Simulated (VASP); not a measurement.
# Ti3Al (Fm-3m) in VASP: a series of runs, part 2 of 2

VASP 6.6.1.

### 4 Single point, PBEsol, collinear spin, ferromagnetic start

This run uses another cell than the first one, of 12.19 Å³/atom, 0.750 times its volume.

Input file INCAR:

```
SYSTEM = Ti3Al
ALGO = Normal
EDIFF = 1E-6
ENCUT = 520
GGA = PS
ISIF = 2
ISMEAR = 0
ISPIN = 2
LASPH = .TRUE.
LCHARG = .TRUE.
LELF = .TRUE.
LMAXMIX = 4
LORBIT = 11
LREAL = .FALSE.
LVHAR = .TRUE.
LWAVE = .FALSE.
MAGMOM = 0.4 0.4 0.4 0
NBANDS = 32
NELM = 150
NUPDOWN = 1.2
PREC = Accurate
SIGMA = 0.15
```

Input file KPOINTS:

```
k-points
0
G
  12 12 12
  0 0 0
```

Input file POSCAR:

```
Ti3Al
1.0
    0.0000000000      2.8993260424      2.8993260424
    2.8993260424      0.0000000000      2.8993260424
    2.8993260424      2.8993260424      0.0000000000
Ti Al
3 1
Direct
    0.7500000000      0.7500000000      0.7500000000
    0.2500000000      0.2500000000      0.2500000000
    0.0000000000      0.0000000000      0.0000000000
    0.5000000000      0.5000000000      0.5000000000
```

Potentials or basis: VASP PAW PBE potentials, release 64 (Ti_sv, Al).

Run with:

```sh
$ cat potpaw_PBE.64/Ti_sv/POTCAR potpaw_PBE.64/Al/POTCAR > POTCAR
$ mpirun -np 1 vasp_std > vasp.out
```

OUTCAR:

```text
SYSTEM = Ti3Al
   EDIFF = 1E-6
   ENCUT = 520
   GGA = PS
   ISIF = 2
   ISMEAR = 0
   ISPIN = 2
   LASPH = .TRUE.
   LORBIT = 11
   LREAL = .FALSE.
   NELM = 150
   NUPDOWN = 1.2
   PREC = Accurate

 ion  position               nearest neighbor table
   1  0.750  0.750  0.750-   4 2.51   4 2.51   4 2.51   3 2.51   4 2.51   3 2.51   3 2.51   3 2.51
                             2 2.90   2 2.90   2 2.90   2 2.90   2 2.90   2 2.90
   2  0.250  0.250  0.250-   3 2.51   3 2.51   3 2.51   3 2.51   4 2.51   4 2.51   4 2.51   4 2.51
                             1 2.90   1 2.90   1 2.90   1 2.90   1 2.90   1 2.90
   3  0.000  0.000  0.000-   1 2.51   1 2.51   1 2.51   1 2.51   2 2.51   2 2.51   2 2.51   2 2.51
                             4 2.90   4 2.90   4 2.90   4 2.90   4 2.90   4 2.90
   4  0.500  0.500  0.500-   2 2.51   2 2.51   2 2.51   1 2.51   2 2.51   1 2.51   1 2.51   1 2.51
                             3 2.90   3 2.90   3 2.90   3 2.90   3 2.90   3 2.90

  LATTYP: Found a face centered cubic cell.
 ALAT       =     5.7986520848

  Lattice vectors:

 A1 = (   0.0000000000,   2.8993260424,   2.8993260424)
 A2 = (   2.8993260424,   0.0000000000,   2.8993260424)
 A3 = (   2.8993260424,   2.8993260424,   0.0000000000)

Analysis of symmetry for initial positions (statically):
=====================================================================
 Subroutine PRICEL returns:
 Original cell was already a primitive cell.

 Routine SETGRP: Setting up the symmetry group for a
 face centered cubic supercell.

 Subroutine GETGRP returns: Found 48 space group operations
 (whereof 48 operations were pure point group operations)
 out of a pool of 48 trial point group operations.

The static configuration has the point symmetry O_h .

Analysis of symmetry for dynamics (positions and initial velocities):
=====================================================================
 Subroutine PRICEL returns:
 Original cell was already a primitive cell.

 Routine SETGRP: Setting up the symmetry group for a
 face centered cubic supercell.

 Subroutine GETGRP returns: Found 48 space group operations
 (whereof 48 operations were pure point group operations)
[... 173 lines left out ...]
 Fermi energy:        11.8232911382

 spin component 1

 k-point     1 :       0.0000    0.0000    0.0000
  band No.  band energies     occupation
      1     -44.1968      1.00000
      2     -43.7864      1.00000
      3     -43.5879      1.00000
      4     -20.7259      1.00000
      5     -20.7259      1.00000
      6     -20.7259      1.00000
[... 805 lines left out ...]
     30      18.2132      0.00000
     31      18.4628      0.00000

 [... further k-points ...]

 spin component 2

 k-point     1 :       0.0000    0.0000    0.0000
  band No.  band energies     occupation
      1     -43.9398      1.00000
      2     -43.6355      1.00000
      3     -43.2223      1.00000
      4     -20.4011      1.00000
      5     -20.4011      1.00000
      6     -20.4011      1.00000
[... 805 lines left out ...]
     30      18.4240      0.00000
     31      18.6621      0.00000

 [... further k-points ...]

 [bands above 31 left out]

------------------------ aborting loop because EDIFF is reached ----------------------------------------

  FORCE on cell =-STRESS in cart. coord.  units (eV):
  Direction    XX          YY          ZZ          XY          YZ          ZX
  --------------------------------------------------------------------------------------
  -------------------------------------------------------------------------------------
  Total       17.0947217     17.0947217     17.0947217      0.0000000      0.0000000      0.0000000
  in kB      561.8901937    561.8901937    561.8901937      0.0000000      0.0000000      0.0000000
  external PRESSURE =     561.8901937 kB  Pullay stress =       0.0000000 kB

 VOLUME and BASIS-vectors are now :
 -----------------------------------------------------------------------------
  energy-cutoff  :      520.00
  volume of cell :       48.74
      direct lattice vectors                 reciprocal lattice vectors
     0.000000000  2.899326042  2.899326042    -0.172453871  0.172453871  0.172453871
     2.899326042  0.000000000  2.899326042     0.172453871 -0.172453871  0.172453871
     2.899326042  2.899326042  0.000000000     0.172453871  0.172453871 -0.172453871

 POSITION                                       TOTAL-FORCE (eV/Angst)
 -----------------------------------------------------------------------------------
      4.34899      4.34899      4.34899         0.000000      0.000000      0.000000
      1.44966      1.44966      1.44966        -0.000000     -0.000000     -0.000000
      0.00000      0.00000      0.00000        -0.000000      0.000000     -0.000000
      2.89933      2.89933      2.89933        -0.000000      0.000000     -0.000000
 -----------------------------------------------------------------------------------
    total drift:                                0.000000     -0.000000      0.000000

  FREE ENERGIE OF THE ION-ELECTRON SYSTEM (eV)
  ---------------------------------------------------
  free  energy   TOTEN  =       -27.4767251413 eV

  energy  without entropy=      -27.4288595986  energy(sigma->0) =      -27.45279237

 total charge

# of ion       s       p       d       tot
------------------------------------------
    1        2.286   6.209   2.256  10.751
    2        2.286   6.209   2.256  10.751
    3        2.339   6.149   2.323  10.811
    4        0.461   0.562   0.000   1.023
--------------------------------------------------
tot          7.373  19.128   6.834  33.336

 magnetization (x)

# of ion       s       p       d       tot
------------------------------------------
    1        0.002   0.038   0.153   0.193
    2        0.002   0.038   0.153   0.193
    3        0.006   0.025   0.536   0.568
    4       -0.002   0.006   0.000   0.004
--------------------------------------------------
tot          0.008   0.107   0.841   0.957
```

OSZICAR:

```text
N       E                     dE             d eps       ncg     rms          rms(c)
DAV:   1     0.483984828728E+03    0.48398E+03   -0.18136E+04  9216   0.151E+03
DAV:   2     0.220748268740E+02   -0.46191E+03   -0.44717E+03  9432   0.465E+02
DAV:   3    -0.267436793819E+02   -0.48819E+02   -0.47422E+02 15648   0.133E+02
DAV:   4    -0.299919385254E+02   -0.32483E+01   -0.32142E+01 12144   0.305E+01
DAV:   5    -0.301413386946E+02   -0.14940E+00   -0.14938E+00 13024   0.583E+00    0.236E+01
DAV:   6    -0.272882061611E+02    0.28531E+01   -0.11781E+01 12280   0.276E+01    0.772E+00
DAV:   7    -0.275567588298E+02   -0.26855E+00   -0.20101E+00 13912   0.182E+01    0.570E+00
DAV:   8    -0.274119759969E+02    0.14478E+00   -0.60706E-01 12784   0.108E+01    0.380E+00
DAV:   9    -0.274714227959E+02   -0.59447E-01   -0.29221E-01 10304   0.399E+00    0.122E+00
DAV:  10    -0.274766705667E+02   -0.52478E-02   -0.41677E-02 13000   0.119E+00    0.460E-01
DAV:  11    -0.274763587405E+02    0.31183E-03   -0.15790E-03 11280   0.424E-01    0.252E-01
DAV:  12    -0.274767121424E+02   -0.35340E-03   -0.15915E-03  9712   0.319E-01    0.538E-02
DAV:  13    -0.274767244595E+02   -0.12317E-04   -0.16945E-04 13728   0.885E-02    0.221E-02
DAV:  14    -0.274767258255E+02   -0.13659E-05   -0.86928E-06 10560   0.205E-02    0.101E-02
DAV:  15    -0.274767251413E+02    0.68421E-06   -0.36491E-06 11072   0.125E-02
   1 F= -.27476725E+02 E0= -.27452792E+02  d E =-.478655E-01  mag=     1.2000
```

Run time: 5.9 min. Hardware: 1 thread of Oxide Virtual Turin-like, shared host; peak memory 0.26 GiB.

Results:

```yaml
Free_energy: -27.4767 eV
Pressure: 56.2 GPa
Net_moment: 1.20 μB per cell
Site_moments: Ti +0.19, +0.57; Al +0.00 μB
Valence_electrons_inside_the_program's_atomic_spheres: Ti 10.75, 10.81; Al 1.02
```

Caveat: the PAW data sets were made with another functional, which shifts forces and pressure a little; the total moment is fixed, so each spin has its own Fermi level.

### 5 Single point, PBEsol, collinear spin, ferromagnetic start

This run uses another cell than the first one, of 12.19 Å³/atom, 0.750 times its volume.

Input file INCAR:

```
SYSTEM = Ti3Al
PREC = Accurate
ENCUT = 520
EDIFF = 1E-6
ISMEAR = 0
SIGMA = 0.15
LREAL = .False.
LASPH = .True.
NELM = 150
ALGO = Fast
ISIF = 2
LWAVE = .False.
LCHARG = .False.
ISPIN = 2
MAGMOM = 0.8 0.8 0.8 0
LORBIT = 11
NUPDOWN = 2.4
LMAXMIX = 4
GGA = PS
NBANDS = 32
```

Input file KPOINTS:

```
regular mesh
0
Gamma
  12 12 12
  0 0 0
```

POSCAR is that of step 4.

Potentials or basis: VASP PAW PBE potentials, release 64 (Ti_sv, Al).

Run with:

```sh
$ cat potpaw_PBE.64/Ti_sv/POTCAR potpaw_PBE.64/Al/POTCAR > POTCAR
$ mpirun -np 1 vasp_std > vasp.out
```

OUTCAR:

```text
SYSTEM = Ti3Al
   PREC = Accurate
   ENCUT = 520
   EDIFF = 1E-6
   ISMEAR = 0
   LREAL = .False.
   LASPH = .True.
   NELM = 150
   ISIF = 2
   ISPIN = 2
   LORBIT = 11
   NUPDOWN = 2.4
   GGA = PS

 ion  position               nearest neighbor table
   1  0.750  0.750  0.750-   4 2.51   4 2.51   4 2.51   3 2.51   4 2.51   3 2.51   3 2.51   3 2.51
                             2 2.90   2 2.90   2 2.90   2 2.90   2 2.90   2 2.90
   2  0.250  0.250  0.250-   3 2.51   3 2.51   3 2.51   3 2.51   4 2.51   4 2.51   4 2.51   4 2.51
                             1 2.90   1 2.90   1 2.90   1 2.90   1 2.90   1 2.90
   3  0.000  0.000  0.000-   1 2.51   1 2.51   1 2.51   1 2.51   2 2.51   2 2.51   2 2.51   2 2.51
                             4 2.90   4 2.90   4 2.90   4 2.90   4 2.90   4 2.90
[... 1872 lines left out ...]

 POSITION                                       TOTAL-FORCE (eV/Angst)
 -----------------------------------------------------------------------------------
      4.34899      4.34899      4.34899         0.000000      0.000000      0.000000
      1.44966      1.44966      1.44966        -0.000000     -0.000000     -0.000000
      0.00000      0.00000      0.00000        -0.000000     -0.000000      0.000000
      2.89933      2.89933      2.89933        -0.000000     -0.000000      0.000000
 -----------------------------------------------------------------------------------
    total drift:                                0.000000     -0.000000      0.000000

  FREE ENERGIE OF THE ION-ELECTRON SYSTEM (eV)
  ---------------------------------------------------
  free  energy   TOTEN  =       -27.3118756940 eV

  energy  without entropy=      -27.2678019467  energy(sigma->0) =      -27.28983882

 total charge

# of ion       s       p       d       tot
------------------------------------------
    1        2.284   6.216   2.246  10.746
    2        2.284   6.216   2.246  10.746
    3        2.337   6.159   2.319  10.815
    4        0.462   0.560   0.000   1.022
--------------------------------------------------
tot          7.368  19.151   6.811  33.329

 magnetization (x)

# of ion       s       p       d       tot
------------------------------------------
    1        0.006   0.075   0.368   0.448
    2        0.006   0.075   0.368   0.448
    3        0.011   0.054   0.893   0.958
    4       -0.003   0.019   0.000   0.016
--------------------------------------------------
tot          0.019   0.222   1.629   1.870
```

OSZICAR:

```text
N       E                     dE             d eps       ncg     rms          rms(c)
DAV:   1     0.484959606614E+03    0.48496E+03   -0.18125E+04  9224   0.151E+03
DAV:   2     0.224747454727E+02   -0.46248E+03   -0.44738E+03  9432   0.465E+02
DAV:   3    -0.264338040379E+02   -0.48909E+02   -0.47441E+02 15688   0.133E+02
[... 24 lines left out ...]
RMM:  28    -0.273118680661E+02   -0.32296E-05   -0.35736E-05 10322   0.165E-02    0.105E-02
RMM:  29    -0.273118705759E+02   -0.25098E-05   -0.27836E-05 10077   0.142E-02    0.109E-02
RMM:  30    -0.273118724775E+02   -0.19016E-05   -0.21482E-05  9601   0.124E-02    0.115E-02
RMM:  31    -0.273118737697E+02   -0.12923E-05   -0.15078E-05 10337   0.113E-02    0.110E-02
RMM:  32    -0.273118748773E+02   -0.11075E-05   -0.12612E-05 10261   0.102E-02    0.110E-02
RMM:  33    -0.273118756940E+02   -0.81671E-06   -0.89457E-06 10042   0.926E-03
   1 F= -.27311876E+02 E0= -.27289839E+02  d E =-.440737E-01  mag=     2.4000
```

stdout:

```text
POSCAR found type information on POSCAR TiAl
 POSCAR found :  2 types and       4 ions
 scaLAPACK will be used
 -----------------------------------------------------------------------------
|                                                                             |
|                                                                             |
[... 30 lines left out ...]
WARNING in EDDRMM: call to ZHEGV failed, returncode =   8  4     15
WARNING in EDDRMM: call to ZHEGV failed, returncode =   6  3     14
WARNING in EDDRMM: call to ZHEGV failed, returncode =   6  3      6
WARNING in EDDRMM: call to ZHEGV failed, returncode =   8  4     13
WARNING in EDDRMM: call to ZHEGV failed, returncode =   6  3      5
WARNING in EDDRMM: call to ZHEGV failed, returncode =   6  3      6
WARNING in EDDRMM: call to ZHEGV failed, returncode =   6  3      5
WARNING in EDDRMM: call to ZHEGV failed, returncode =   6  3     15
```

Run time: 10 min. Hardware: 1 thread of Oxide Virtual Turin-like, shared host; peak memory 0.27 GiB.

Results:

```yaml
Free_energy: -27.3119 eV
Pressure: 58.3 GPa
Net_moment: 2.40 μB per cell
Site_moments: Ti +0.45, +0.96; Al +0.02 μB
Valence_electrons_inside_the_program's_atomic_spheres: Ti 10.75, 10.81; Al 1.02
```

Caveat: the PAW data sets were made with another functional, which shifts forces and pressure a little; the total moment is fixed, so each spin has its own Fermi level.

### 6 Overview

| fixed moment (μB) | cell | pressure (GPa) | moment (μB) |
| --- | --- | --- | --- |
| 1.8 | a = 4.513 Å, angles 60.0°, 4 atoms | 0.1 | 1.80 |
| 1.2 | a = 4.513 Å, angles 60.0°, 4 atoms | -0.5 | 1.20 |
| 1.2 | a = 4.100 Å, angles 60.0°, 4 atoms | 56.2 | 1.20 |
| 2.4 | a = 4.100 Å, angles 60.0°, 4 atoms | 58.3 | 2.40 |

Alike in all rows: task single point; level PBEsol; potentials or basis VASP PAW PBE potentials, release 64 (Ti_sv, Al); spin collinear, ferromagnetic start; k mesh 12 × 12 × 12; cutoff (eV) 520; smearing gaussian 0.15 eV.

Caveats: the PAW data sets were made with another functional, which shifts forces and pressure a little; the total moment is fixed, so each spin has its own Fermi level.

Absolute energies hang on the potentials; compare differences alone.
